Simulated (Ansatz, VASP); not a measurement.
# Ge: VASP beside Ansatz

```
Ge
1.0
     0.00000    2.87434    2.54580
     2.87434    0.00000    2.54580
     2.87434    2.87434    0.00000
Ge
2
Direct
  0.50000 0.50000 0.50000
  0.75000 0.75000 0.75000
```

Alike in both runs: task single point; functional PBE; k mesh 14 × 14 × 14; occupations gaussian, width 0.15 eV; no spin polarisation.

|  | VASP | Ansatz |
| --- | --- | --- |
| version | VASP 6.6.1 | Ansatz 0.2.0 |
| potentials or method | VASP PAW PBE potentials, release 64 (Ge_d), cutoff 520 eV | scalar-relativistic, plane waves, PAW |
| valence electrons in the cell | 28 | 28 |

Ansatz gave:

| Property | Result |
| --- | --- |
| gap on the k mesh at the Fermi level (eV) | none |
| pressure (GPa) | 9.8 |
| traceless stress, the component that is largest in VASP (GPa) | 3.98 |

Question: What did VASP give for the same quantities?

Answer: gap on the k mesh at the Fermi level (eV): none; pressure (GPa): 9.7; traceless stress, the component that is largest in VASP (GPa): 4.00.

A gap of «none» marks a metal or a gap that the smearing closes. With one functional, cell and mesh, what is left measures potentials, basis and numerics.
